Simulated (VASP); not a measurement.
Crystal: InBiO.

```
In Bi O
1.0
     3.90128    0.00000    0.00000
     0.00000    3.90128    0.00000
     0.00000    0.00000    6.98098
In Bi O
2 2 2
Direct
  0.50000 0.00000 0.22950
  0.00000 0.50000 0.77050
  0.50000 0.00000 0.64500
  0.00000 0.50000 0.35500
  0.00000 0.00000 0.00000
  0.50000 0.50000 0.00000
```

The cell was generated, and may not be a known phase.

* Program: VASP 6.6.1
* Task: relaxation of cell and atoms
* Functional: PBE
* Potentials or basis: VASP PAW PBE potentials, release 64 (In_d, Bi_d, O)
* Cutoff: 600 eV
* k mesh: 4 × 4 × 4
* Occupations: gaussian, width 0.1 eV
* Spin: no spin polarisation

At the start: pressure 13.7 GPa; volume 17.71 Å³/atom.

Task: How do energy, volume and symmetry change on relaxing?

Result: Over 15 steps the energy falls by 897.2 meV/atom and the volume is 21.59 Å³/atom (+21.9 %); space group P4/nmm (No. 129, to 0.1 Å) before and after.

The path:
| step | energy change (eV) | largest force (eV/Å) | pressure (GPa) | volume (Å³) |
| --- | --- | --- | --- | --- |
| 1 | 0.0000 | 5.6791 | 13.74 | 106.25 |
| 2 | -2.9527 | 2.0770 | -6.62 | 130.68 |
| 3 | -2.9597 | 1.9785 | -7.00 | 131.68 |
| 4 | -3.8437 | 1.7970 | -0.36 | 119.52 |
| 5 | -3.9135 | 2.1079 | 3.55 | 115.06 |
| 6 | -4.4834 | 1.6571 | 2.99 | 116.41 |
| 7 | -4.9662 | 0.6682 | 3.35 | 118.55 |
| 8 | -5.0029 | 0.2514 | 3.67 | 119.35 |
| 9 | -5.1959 | 0.4816 | -2.92 | 132.12 |
| 10 | -5.2053 | 0.4420 | -1.88 | 129.47 |
| 11 | -5.3136 | 0.6450 | 1.10 | 126.96 |
| 12 | -5.3137 | 0.6580 | 1.28 | 126.82 |
| 13 | -5.3790 | 0.1401 | 0.01 | 129.80 |
| 14 | -5.3795 | 0.0908 | -0.08 | 130.05 |
| 15 | -5.3834 | 0.0170 | -0.07 | 129.51 |

Final structure:
```
In Bi O
1.0
     4.31615    0.00000    0.00000
     0.00000    4.31615    0.00000
     0.00000    0.00000    6.95225
In Bi O
2 2 2
Direct
  0.50000 0.00000 0.11836
  0.00000 0.50000 0.88164
  0.50000 0.00000 0.55038
  0.00000 0.50000 0.44962
  0.00000 0.00000 0.00000
  0.50000 0.50000 0.00000
```

Caveat: the k points lie up to 0.36 Å⁻¹ apart in the final cell; the volume moved by over 15 % at a fixed basis, so the end points are rough.
